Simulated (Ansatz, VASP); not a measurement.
Y in VASP and in Ansatz

INCAR

```
  ALGO = Normal
  EDIFF = 1E-6
  ENCUT = 520
  GGA = RE
  ISIF = 2
  ISMEAR = -1
  LASPH = True
  LCHARG = False
  LREAL = False
  LWAVE = False
  NBANDS = 30
  NELM = 60
  PREC = Accurate
  SIGMA = 0.1
```

Contents of KPOINTS:

```
k-points
0
Gamma
  11 11 3
```

Contents of POSCAR:

```
Y
1.0
    3.6439458785      0.0000000000      0.0000000000
   -1.8219729393      3.1557497008      0.0000000000
    0.0000000000      0.0000000000     11.6898849760
Y
4
Direct
    1.0000000000      0.0000000000      1.0000000000
    1.0000000000      1.0000000000      0.5000000000
    0.3333333333      0.6666666667      0.2500000000
    0.6666666667      0.3333333333      0.7500000000
```

Input for Ansatz:

```yaml
crystal:
  lattice:
    - [3.6439458785, 0.0, 0.0]
    - [-1.8219729393, 3.1557497008, 0.0]
    - [0.0, 0.0, 11.689884976]
  atoms:
    - { symbol: "Y", position: [1.0, 0.0, 1.0] }
    - { symbol: "Y", position: [1.0, 1.0, 0.5] }
    - { symbol: "Y", position: [0.3333333333, 0.6666666667, 0.25] }
    - { symbol: "Y", position: [0.6666666667, 0.3333333333, 0.75] }
hamiltonian:
  xc: revpbe
  pseudopotentials:
    kind: paw
    azcp:
      "Y": "pseudopotentials/Y.paw.azcp"
basis:
  ecutwfc: 420
  fft_grid_basis: typed
kpoints:
  mp_grid: { grid: [11, 11, 3], shift: [0, 0, 0] }
magnetization:
  spin_polarized: false
scf:
  occupations: { method: fermi_dirac, width: 0.1 }
  lower_state_search: "off"
output:
  stress: true
```

Alike in both runs: task single point; functional revPBE; k mesh 11 × 11 × 3; occupations fermi-dirac, width 0.1 eV; no spin polarisation.

```csv
,VASP,Ansatz
version,VASP 6.6.1,Ansatz 0.2.0
potentials or method,"VASP PAW PBE potentials, release 64 (Y_sv), cutoff 520 eV","plane waves (420 eV) with PAW, scalar-relativistic"
valence electrons in the cell,44,44
```

Ansatz gave:

| Quantity | Value |
| --- | --- |
| pressure (GPa) | 0.0 |

Task: Which values does VASP return?

Result: Pressure (GPa): -0.1.

VASP's potentials were made for PBE, not for revPBE. The functional is the same, so the differences come from potentials, cutoffs and numerics.
